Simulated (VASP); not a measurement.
# InAs (Fm-3m) in VASP: a series of runs

The runs below take InAs through single point, with PBEsol.

Everything below comes from runs of VASP 6.6.1. Logs are shortened: lines on timing, memory, paths and dates and some standing lists are left out, and cuts for length are marked.

### 1 The cell of the first run

The structure is cubic, space group Fm-3m (No. 225). The conventional cell has a = 5.710 Å, b = 5.710 Å, c = 5.710 Å, α = 90.00°, β = 90.00°, γ = 90.00°. In (site symmetry m-3m) has 6 As at 2.86 Å within 3.8 Å. Within 3.8 Å of As (site symmetry m-3m) lie 6 In at 2.86 Å.

### 2 Single point, PBEsol (23.27 Å³/atom)

Input file INCAR:

```
SYSTEM = InAs
PREC     = Accurate       ! precision mode
ENCUT    = 520            ! plane-wave cutoff, eV
EDIFF    = 1E-6           ! SCF threshold, eV
ISMEAR   = 0              ! smearing method
SIGMA    = 0.05           ! smearing width, eV
LREAL    = .FALSE.        ! projectors in reciprocal space
LASPH    = .TRUE.         ! aspherical terms in the spheres
NELM     = 80             ! most SCF steps
ALGO     = Normal         ! electronic algorithm
ISIF     = 2              ! what is computed and relaxed
LWAVE    = .FALSE.        ! write WAVECAR
LCHARG   = .FALSE.        ! write CHGCAR
GGA      = PS             ! functional
NBANDS   = 16             ! bands
```

Input file KPOINTS:

```
regular mesh
0
G
  14 14 14
  0 0 0
```

Input file POSCAR:

```
InAs
1.0
    0.0000000000      2.8551446657      2.8551446657
    2.8551446657      0.0000000000      2.8551446657
    2.8551446657      2.8551446657      0.0000000000
In As
1 1
Direct
    0.5000000000      0.5000000000      0.5000000000
    0.0000000000      0.0000000000      0.0000000000
```

Potentials or basis: VASP PAW PBE potentials, release 64 (In_d, As).

Run with:

```sh
> cat potpaw_PBE.64/In_d/POTCAR potpaw_PBE.64/As/POTCAR > POTCAR
> mpirun -np 1 vasp_std > vasp.out
```

OUTCAR:

```text
SYSTEM = InAs
   PREC = Accurate
   ENCUT = 520
   EDIFF = 1E-6
   ISMEAR = 0
   LREAL = .FALSE.
   LASPH = .TRUE.
   NELM = 80
   ISIF = 2
   GGA = PS

 ion  position               nearest neighbor table
   1  0.500  0.500  0.500-   2 2.86   2 2.86   2 2.86   2 2.86   2 2.86   2 2.86
   2  0.000  0.000  0.000-   1 2.86   1 2.86   1 2.86   1 2.86   1 2.86   1 2.86

  LATTYP: Found a face centered cubic cell.
 ALAT       =     5.7102893314

  Lattice vectors:

 A1 = (   0.0000000000,   2.8551446657,   2.8551446657)
 A2 = (   2.8551446657,   0.0000000000,   2.8551446657)
 A3 = (   2.8551446657,   2.8551446657,   0.0000000000)

Analysis of symmetry for initial positions (statically):
=====================================================================
 Subroutine PRICEL returns:
 Original cell was already a primitive cell.

 Routine SETGRP: Setting up the symmetry group for a
 face centered cubic supercell.

 Subroutine GETGRP returns: Found 48 space group operations
 (whereof 48 operations were pure point group operations)
 out of a pool of 48 trial point group operations.

The static configuration has the point symmetry O_h .

Analysis of symmetry for dynamics (positions and initial velocities):
=====================================================================
 Subroutine PRICEL returns:
 Original cell was already a primitive cell.

 Routine SETGRP: Setting up the symmetry group for a
 face centered cubic supercell.

 Subroutine GETGRP returns: Found 48 space group operations
 (whereof 48 operations were pure point group operations)
 out of a pool of 48 trial point group operations.

The dynamic configuration has the point symmetry O_h .

 Subroutine INISYM returns: Found 48 space group operations
 (whereof 48 operations are pure point group operations),
 and found     1 'primitive' translations

----------------------------------------------------------------------------------------

                                     Primitive cell

  volume of cell :      46.5494

  direct lattice vectors                    reciprocal lattice vectors
     0.000000000  2.855144666  2.855144666    -0.175122475  0.175122475  0.175122475
     2.855144666  0.000000000  2.855144666     0.175122475 -0.175122475  0.175122475
     2.855144666  2.855144666  0.000000000     0.175122475  0.175122475 -0.175122475

  length of vectors
     4.037784309  4.037784309  4.037784309     0.303321024  0.303321024  0.303321024

  position of ions in fractional coordinates (direct lattice)
     0.500000000  0.500000000  0.500000000
     0.000000000  0.000000000  0.000000000

  ion indices of the primitive-cell ions
   primitive index   ion index
                 1           1
                 2           2

----------------------------------------------------------------------------------------

 KPOINTS: regular mesh

Automatic generation of k-mesh.
 Grid dimensions read from file:
 generate k-points for:   14   14   14

 Generating k-lattice:

  Cartesian coordinates                     Fractional coordinates (reciprocal lattice)
    -0.012508748  0.012508748  0.012508748     0.071428571  0.000000000  0.000000000
     0.012508748 -0.012508748  0.012508748     0.000000000  0.071428571  0.000000000
     0.012508748  0.012508748 -0.012508748     0.000000000  0.000000000  0.071428571

  Length of vectors
     0.021665787  0.021665787  0.021665787

  Shift w.r.t. Gamma in fractional coordinates (k-lattice)
     0.000000000  0.000000000  0.000000000

 Subroutine IBZKPT returns following result:
 ===========================================

 Found    104 irreducible k-points:

 Following reciprocal coordinates:
            Coordinates               Weight
  0.000000  0.000000  0.000000      1.000000
  0.071429  0.000000  0.000000      8.000000
  0.142857  0.000000  0.000000      8.000000
  0.214286  0.000000  0.000000      8.000000
  0.285714  0.000000  0.000000      8.000000
  0.357143  0.000000  0.000000      8.000000
[... 16 lines left out ...]
  0.214286  0.142857  0.000000     24.000000
  0.285714  0.142857  0.000000     24.000000
 [... further k-points ...]
   k-points           NKPTS =    104   k-points in BZ     NKDIM =    104   number of bands    NBANDS=     16
   number of dos      NEDOS =    301   number of ions     NIONS =      2
   total plane-waves  NPLWV =  27000
   dimension x,y,z NGX =    30 NGY =   30 NGZ =   30
   dimension x,y,z NGXF=    60 NGYF=   60 NGZF=   60
   ions per type =               1   1
   NGX,Y,Z   is equivalent  to a cutoff of  12.35, 12.35, 12.35 a.u.
   NGXF,Y,Z  is equivalent  to a cutoff of  24.70, 24.70, 24.70 a.u.
 SYSTEM =  InAs
   PREC   = accura    normal or accurate (medium, high low for compatibility)
   ISTART =      0    job   : 0-new  1-cont  2-samecut
   ICHARG =      2    charge: 1-file 2-atom 10-const
   ISPIN  =      1    spin polarized calculation?
   LNONCOLLINEAR =      F non collinear calculations
   LSORBIT =      F    spin-orbit coupling
   LASPH  =      T    aspherical Exc in radial PAW
   ENCUT  =  520.0 eV  38.22 Ry    6.18 a.u.   7.51  7.51  7.51*2*pi/ulx,y,z
   NELM   =     80;   NELMIN=  2; NELMDL= -5     # of ELM steps
   EDIFF  = 0.1E-05   stopping-criterion for ELM
   LREAL  =      F    real-space projection
[... 7 lines left out ...]
   TEBEG  =    0.0;   TEEND  =   0.0 temperature during run
   PSTRESS=    0.0 pullay stress
   NELECT =      18.0000    total number of electrons
   NUPDOWN=      -1.0000    fix difference up-down
   EMIN   =  10.00;   EMAX   =-10.00  energy-range for DOS
   EFERMI =   0.00;   METHOD = LEGACY
   ISMEAR =     0;   SIGMA  =   0.05  broadening in eV -4-tet -1-fermi 0-gaus
   EFERMI_NEDOS =   21; number of points for ismear=-14 and -15
   IALGO  =     38    algorithm
   IMIX   =      4    mixing-type and parameters
     AMIX     =   0.40;   BMIX     =  1.00
     AMIX_MAG =   1.60;   BMIX_MAG =  1.00
  volume/ion in A,a.u.               =      23.27       157.07
  Fermi-wavevector in a.u.,A,eV,Ry     =   1.192690  2.253857 19.354413  1.422509
  Thomas-Fermi vector in A             =   2.328722
   LORBIT       =      0    0 simple, 1 ext, 2 COOP (PROOUT), +10 PAW based schemes
   GGA     = PS    functional components
   LHFCALC =     F    Hartree Fock is set to
   AEXX    =    0.0000 exact exchange contribution
   IVDW    =     0    specifies the selected vdW correction
   LEPSILON=     F    determine dielectric tensor
   LRPA    =     F    only Hartree local field effects (RPA)
 non-spin polarized calculation
 Gauss-broadening in eV      SIGMA  =   0.05
  energy-cutoff  :      520.00
  volume of cell :       46.55
 maximum number of plane-waves:      1275
   NGX = 15   NGY = 15   NGZ = 15

 number of electron      17.9999992 magnetization

 Free energy of the ion-electron system (eV)
  ---------------------------------------------------
  ext. energy  EPLUGINS =         0.00000000
  ---------------------------------------------------
  free energy    TOTEN  =        -8.20769996 eV

  energy without entropy =       -8.20600521  energy(sigma->0) =       -8.20685259

 E-fermi :   6.0023     XC(G=0): -10.3565

 val. band max:        5.9994428552   @ k =  -0.0714   0.0714   0.0000
 cond. band min:       6.0099089813   @ k =   0.2857   0.0000   0.0000
 fundamental gap:      0.0104661261
 Fermi energy:         6.0023098965

 k-point     1 :       0.0000    0.0000    0.0000
  band No.  band energies     occupation
      1      -8.2322      2.00000
      2      -8.2322      2.00000
      3      -8.2094      2.00000
      4      -8.2094      2.00000
      5      -8.2094      2.00000
      6      -6.2324      2.00000
[... 8 lines left out ...]
     15      13.5942      0.00000
     16      13.5942      0.00000

 k-point     2 :       0.0714    0.0000    0.0000
  band No.  band energies     occupation
      1      -8.2343      2.00000
      2      -8.2343      2.00000
      3      -8.2095      2.00000
      4      -8.2071      2.00000
      5      -8.2071      2.00000
      6      -6.1752      2.00000
[... 8 lines left out ...]
     15      13.5351      0.00000
     16      13.6679      0.00000

 k-point     3 :       0.1429    0.0000    0.0000
  band No.  band energies     occupation
      1      -8.2412      2.00000
      2      -8.2412      2.00000
      3      -8.2101      2.00000
      4      -8.1995      2.00000
      5      -8.1995      2.00000
      6      -6.0058      2.00000
[... 8 lines left out ...]
     15      13.8509      0.00000
     16      13.8509      0.00000

 k-point     4 :       0.2143    0.0000    0.0000
  band No.  band energies     occupation
      1      -8.2522      2.00000
      2      -8.2522      2.00000
      3      -8.2113      2.00000
      4      -8.1874      2.00000
      5      -8.1874      2.00000
      6      -5.7326      2.00000
[... 8 lines left out ...]
     15      14.4252      0.00000
     16      14.4252      0.00000

 k-point     5 :       0.2857    0.0000    0.0000
  band No.  band energies     occupation
      1      -8.2648      2.00000
      2      -8.2648      2.00000
      3      -8.2132      2.00000
      4      -8.1735      2.00000
      5      -8.1735      2.00000
      6      -5.3755      2.00000
[... 8 lines left out ...]
     15      15.2065      0.00000
     16      15.2065      0.00000

 k-point     6 :       0.3571    0.0000    0.0000
  band No.  band energies     occupation
      1      -8.2762      2.00000
      2      -8.2762      2.00000
      3      -8.2153      2.00000
      4      -8.1609      2.00000
      5      -8.1609      2.00000
      6      -4.9773      2.00000
[... 8 lines left out ...]
     15      16.1606      0.00000
     16      16.1606      0.00000

 k-point     7 :       0.4286    0.0000    0.0000
  band No.  band energies     occupation
      1      -8.2841      2.00000
      2      -8.2841      2.00000
      3      -8.2170      2.00000
      4      -8.1520      2.00000
      5      -8.1520      2.00000
      6      -4.6285      2.00000
[... 8 lines left out ...]
     15      17.2181      0.00000
     16      17.2181      0.00000

 k-point     8 :       0.5000    0.0000    0.0000
  band No.  band energies     occupation
      1      -8.2870      2.00000
      2      -8.2870      2.00000
      3      -8.2176      2.00000
      4      -8.1488      2.00000
      5      -8.1488      2.00000
      6      -4.4799      2.00000
[... 8 lines left out ...]
     15      17.9297      0.00000
     16      17.9297      0.00000

 k-point     9 :       0.0714    0.0714    0.0000
  band No.  band energies     occupation
      1      -8.2397      2.00000
      2      -8.2304      2.00000
      3      -8.2115      2.00000
      4      -8.2056      2.00000
      5      -8.2056      2.00000
      6      -6.1552      2.00000
[... 8 lines left out ...]
     15      14.1956      0.00000
     16      14.1956      0.00000
[... 172 lines left out ...]
 k-point    19 :      -0.2143    0.0714    0.0000
  band No.  band energies     occupation
      1      -8.2619      2.00000
      2      -8.2559      2.00000
      3      -8.2114      2.00000
      4      -8.1862      2.00000
      5      -8.1785      2.00000
      6      -5.5677      2.00000
[... 8 lines left out ...]
     15      14.1955      0.00000
     16      15.6097      0.00000

 k-point    20 :      -0.1429    0.0714    0.0000
  band No.  band energies     occupation
      1      -8.2505      2.00000
      2      -8.2431      2.00000
      3      -8.2108      2.00000
      4      -8.1976      2.00000
      5      -8.1907      2.00000
      6      -5.8731      2.00000
[... 8 lines left out ...]
     15      14.0163      0.00000
     16      14.8111      0.00000

 k-point    21 :      -0.0714    0.0714    0.0000
  band No.  band energies     occupation
      1      -8.2410      2.00000
      2      -8.2352      2.00000
      3      -8.2104      2.00000
      4      -8.2047      2.00000
      5      -8.2010      2.00000
      6      -6.0797      2.00000
[... 8 lines left out ...]
     15      14.0305      0.00000
     16      14.1564      0.00000

 k-point    22 :       0.1429    0.1429    0.0000
  band No.  band energies     occupation
      1      -8.2667      2.00000
      2      -8.2254      2.00000
      3      -8.2172      2.00000
      4      -8.1946      2.00000
      5      -8.1946      2.00000
      6      -5.9186      2.00000
[... 8 lines left out ...]
     15      15.2877      0.00000
     16      15.2877      0.00000

 k-point    23 :       0.2143    0.1429    0.0000
  band No.  band energies     occupation
      1      -8.2872      2.00000
      2      -8.2266      2.00000
      3      -8.2195      2.00000
      4      -8.1872      2.00000
      5      -8.1842      2.00000
      6      -5.7053      2.00000
[... 8 lines left out ...]
     15      15.5977      0.00000
     16      15.6858      0.00000

 k-point    24 :       0.2857    0.1429    0.0000
  band No.  band energies     occupation
      1      -8.3067      2.00000
      2      -8.2347      2.00000
      3      -8.2191      2.00000
      4      -8.1800      2.00000
      5      -8.1702      2.00000
      6      -5.3951      2.00000
[... 8 lines left out ...]
     15      15.8744      0.00000
     16      16.2361      0.00000

 [... further k-points ...]

------------------------ aborting loop because EDIFF is reached ----------------------------------------

  FORCE on cell =-STRESS in cart. coord.  units (eV):
  Direction    XX          YY          ZZ          XY          YZ          ZX
  --------------------------------------------------------------------------------------
  -------------------------------------------------------------------------------------
  Total       -0.5610139     -0.5610139     -0.5610139      0.0000000     -0.0000000      0.0000000
  in kB      -19.3094475    -19.3094475    -19.3094475      0.0000000     -0.0000000      0.0000000
  external PRESSURE =     -19.3094475 kB  Pullay stress =       0.0000000 kB

 VOLUME and BASIS-vectors are now :
 -----------------------------------------------------------------------------
  energy-cutoff  :      520.00
  volume of cell :       46.55
      direct lattice vectors                 reciprocal lattice vectors
     0.000000000  2.855144666  2.855144666    -0.175122475  0.175122475  0.175122475
     2.855144666  0.000000000  2.855144666     0.175122475 -0.175122475  0.175122475
     2.855144666  2.855144666  0.000000000     0.175122475  0.175122475 -0.175122475

 POSITION                                       TOTAL-FORCE (eV/Angst)
 -----------------------------------------------------------------------------------
      2.85514      2.85514      2.85514         0.000000     -0.000000     -0.000000
      0.00000      0.00000      0.00000        -0.000000      0.000000      0.000000
 -----------------------------------------------------------------------------------
    total drift:                                0.000000      0.000000      0.000000

  FREE ENERGIE OF THE ION-ELECTRON SYSTEM (eV)
  ---------------------------------------------------
  free  energy   TOTEN  =        -8.2076999604 eV

  energy  without entropy=       -8.2060052105  energy(sigma->0) =       -8.20685259
```

Run time: 95 s. Hardware: 1 thread of Intel Xeon 8259CL, shared host; peak memory 0.22 GiB.

What came out:

| Quantity | Value |
| --- | --- |
| Free energy | -8.2077 eV |
| Pressure | -1.9 GPa |
| Band gap on the k mesh | zero (bands 9 and 10 overlap by 2.70 eV) |

Caveat: the PAW data sets were made with another functional, which shifts forces and pressure a little; spin-orbit coupling is left out, which moves the levels of the heavy elements.

### 3 Single point, PBEsol (23.45 Å³/atom)

This run uses another cell than the first one, of 23.45 Å³/atom.

Input file INCAR:

```
PREC = Accurate ; ENCUT = 520
EDIFF = 1E-7 ; ISMEAR = 0
SIGMA = 0.05 ; LREAL = F
LASPH = T ; NELM = 80
ALGO = Normal ; ISIF = 2
LWAVE = F ; LCHARG = F
GGA = PS ; NBANDS = 16
```

Input file KPOINTS:

```
Automatic mesh
0
Gamma
  14 14 14
```

Input file POSCAR:

```
InAs
1.0
    0.0000000000      2.8624089045      2.8624089045
    2.8624089045      0.0000000000      2.8624089045
    2.8624089045      2.8624089045      0.0000000000
In As
1 1
Direct
    0.5000000000      0.5000000000      0.5000000000
    0.0000000000      0.0000000000      0.0000000000
```

Potentials or basis: VASP PAW PBE potentials, release 64 (In_d, As).

Run with:

```sh
> cat potpaw_PBE.64/In_d/POTCAR potpaw_PBE.64/As/POTCAR > POTCAR
> mpirun -np 1 vasp_std > vasp.out
```

Wall time 78 s (1 thread of Intel Xeon 8259CL, shared host); peak memory 0.23 GiB.

Results (log left out):

```
Free energy            : -8.2029 eV
Pressure               : -2.4 GPa
Band gap on the k mesh : zero (bands 9 and 10 overlap by 2.68 eV)
```

Levels at points of the mesh, in eV from the Fermi level:
| k point | band 5 | band 6 | band 7 | band 8 | band 9 | band 10 | band 11 | band 12 | band 13 | band 14 |
| --- | --- | --- | --- | --- | --- | --- | --- | --- | --- | --- |
| (0.00, 0.00, 0.00) | -14.20 | -12.18 | -0.58 | -0.17 | -0.17 | -0.17 | 7.19 | 7.19 | 7.19 | 7.55 |
| (0.50, 0.00, 0.00) | -14.15 | -10.45 | -6.59 | 0.23 | 0.23 | 2.10 | 3.27 | 3.27 | 4.50 | 10.67 |
| (0.50, 0.50, 0.00) | -14.12 | -9.53 | -4.79 | -2.93 | -2.25 | -2.25 | 3.81 | 9.30 | 9.30 | 10.13 |

Caveat: the PAW data sets were made with another functional, which shifts forces and pressure a little; spin-orbit coupling is left out, which moves the levels of the heavy elements.
